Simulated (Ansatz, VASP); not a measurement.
SrO: VASP beside Ansatz

```
Sr O
1.0
     0.00000    2.54566    2.54566
     2.54566    0.00000    2.54566
     2.54566    2.54566    0.00000
Sr O
1 1
Direct
  0.50000 0.50000 0.50000
  0.00000 0.00000 0.00000
```

Alike in both runs: task relaxation of the atoms; functional r2SCAN; k mesh 10 × 10 × 10; occupations fermi-dirac, width 0.02 eV; no spin polarisation.

|  | VASP | Ansatz |
| --- | --- | --- |
| version | VASP 6.6.1 | Ansatz 0.2.0 |
| potentials or method | VASP PAW PBE potentials, release 64 (Sr_sv, O), cutoff 520 eV | PAW plane waves |
| valence electrons in the cell | 16 | 16 |

```tsv
	VASP	Ansatz	Ansatz less VASP
gap on the k mesh at the Fermi level, each at its own relaxed structure (eV)	3.72	3.78	+0.055
```

VASP's potentials were made for PBE, not for r2SCAN. Ansatz's warnings: stress scf threshold loose.

Noted on VASP's run: the relaxation stopped at its first step, so nothing moved.
